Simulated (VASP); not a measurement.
Input of a VASP 6.6.1 run:

INCAR

```
SYSTEM = Al
  ALGO = Fast
  EDIFF = 1E-6
  ENCUT = 520
  GGA = PS
  ISIF = 2
  ISMEAR = 0
  LASPH = .TRUE.
  LCHARG = .FALSE.
  LREAL = .FALSE.
  LWAVE = .FALSE.
  NBANDS = 8
  NELM = 60
  PREC = Accurate
  SIGMA = 0.15
```

The input KPOINTS:

```
k-points
0
G
  22 22 22
  0 0 0
```

Contents of POSCAR:

```
Al
1.0
    0.0000000000      2.0239800000      2.0239800000
    2.0239800000      0.0000000000      2.0239800000
    2.0239800000      2.0239800000      0.0000000000
Al
1
Direct
    0.0000000000      0.0000000000      0.0000000000
```

Potentials or basis: VASP PAW PBE potentials, release 64 (Al).

The run is started by

```bash
$ cat potpaw_PBE.64/Al/POTCAR > POTCAR
$ mpirun -np 1 vasp_std > vasp.out
```

Problem. Estimate the pressure.

Solution. -1.8 GPa.

Caveat: the PAW data sets were made with another functional, which shifts forces and pressure a little.
